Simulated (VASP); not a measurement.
Set up this calculation in VASP 6.6.1, as the native input.

```
Task                   : single point
Functional             : PBEsol
Potentials or basis    : VASP PAW PBE potentials, release 64 (Ba_sv, F_h)
Cutoff                 : 1350 eV
k mesh                 : 6 × 6 × 6
Occupations            : gaussian, width 0.05 eV
Spin                   : no spin polarisation
Dipole correction      : no
Further INCAR settings : ALGO = Normal; EDIFF = 1e-06; NBANDS = 19
```

The structure of BaF2 lies in POSCAR:

```
BaF2
1.0
    0.0000000000      3.1089566720      3.1089566720
    3.1089566720      0.0000000000      3.1089566720
    3.1089566720      3.1089566720      0.0000000000
Ba F
1 2
Direct
    0.0000000000      0.0000000000      0.0000000000
    0.2500000000      0.2500000000      0.2500000000
    0.7500000000      0.7500000000      0.7500000000
```

One way to write it, as run:

INCAR

```
PREC = Accurate
ENCUT = 1350
EDIFF = 1E-6
ISMEAR = 0
SIGMA = 0.05
LREAL = F
LASPH = T
NELM = 120
ALGO = Normal
ISIF = 2
LWAVE = F
LCHARG = T
GGA = PS
LELF = T
LVHAR = T
NBANDS = 19
GGA_COMPAT = F
```

KPOINTS

```
regular mesh
0
Gamma
  6 6 6
```

Potentials or basis: VASP PAW PBE potentials, release 64 (Ba_sv, F_h).

Run with:

```bash
$ cat potpaw_PBE.64/Ba_sv/POTCAR potpaw_PBE.64/F_h/POTCAR > POTCAR
$ mpirun -np 1 vasp_std > vasp.out
```

It gave:

| Quantity | Value |
| --- | --- |
| Pressure | -1.2 GPa |
| Band gap on the k mesh | 6.61 eV (least direct gap 6.67 eV) |

Caveat: the PAW data sets were made with another functional, which shifts forces and pressure a little; spin-orbit coupling is left out, which moves the levels of the heavy elements.

Run time: 84 s on 1 thread of Intel(R) Xeon(R) Platinum 8259CL CPU @ 2.50GHz (Skylake/Cascade Lake), on a shared host, peak memory 0.42 GiB.
